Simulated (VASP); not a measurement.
Write the native input for VASP 6.6.1 that does the following.

| Property | Result |
| --- | --- |
| Task | single point |
| Functional | PBE |
| Potentials or basis | VASP PAW PBE potentials, release 64 (Al, In_d, P, As) |
| Cutoff | 520 eV |
| k mesh | 8 × 8 × 8 |
| Occupations | gaussian, width 0.1 eV |
| Spin | no spin polarisation |
| Dipole correction | no |
| Further INCAR settings | ALGO = Normal; EDIFF = 1e-06; NBANDS = 31 |

The structure of AlIn2As2P lies in POSCAR:

```
AlIn2As2P
1.0
    5.0725333909      0.0000000000      0.0000000000
    0.0000000000      5.0725333909      0.0000000000
    0.0000000000      0.0000000000      5.7406824536
Al In P As
1 2 1 2
Direct
    0.0000000000      0.0000000000      0.5000000000
    0.5000000000      0.5000000000      0.2591468789
    0.5000000000      0.5000000000      0.7408531211
    0.0000000000      0.0000000000      0.0000000000
    0.0000000000      0.5000000000      0.0000000000
    0.5000000000      0.0000000000      0.0000000000
```

These files were run (other wordings do the same):

INCAR

```
ALGO = Normal
EDIFF = 1E-6
ENCUT = 520
GGA = PE
ISIF = 2
ISMEAR = 0
LASPH = True
LCHARG = False
LREAL = False
LWAVE = False
NBANDS = 31
NELM = 100
PREC = Accurate
SIGMA = 0.1
```

KPOINTS

```
k-points
0
Gamma
  8 8 8
```

Potentials or basis: VASP PAW PBE potentials, release 64 (Al, In_d, P, As).

Command:

```sh
$ cat potpaw_PBE.64/Al/POTCAR potpaw_PBE.64/In_d/POTCAR potpaw_PBE.64/P/POTCAR potpaw_PBE.64/As/POTCAR > POTCAR
$ mpirun -np 1 vasp_std > vasp.out
```

Results of the run:

```
Pressure               : 0.0 GPa
Largest force          : 0.013 eV/Å
Band gap on the k mesh : zero (band 22 reaches 6.15 eV, above the bottom of band 23 at 4.68 eV)
```

Caveat: spin-orbit coupling is left out, which moves the levels of the heavy elements.

It took 7.5 min on 1 thread of Intel(R) Xeon(R) Platinum 8259CL CPU @ 2.50GHz (Skylake/Cascade Lake), with other jobs on the host, peak memory 0.49 GiB.
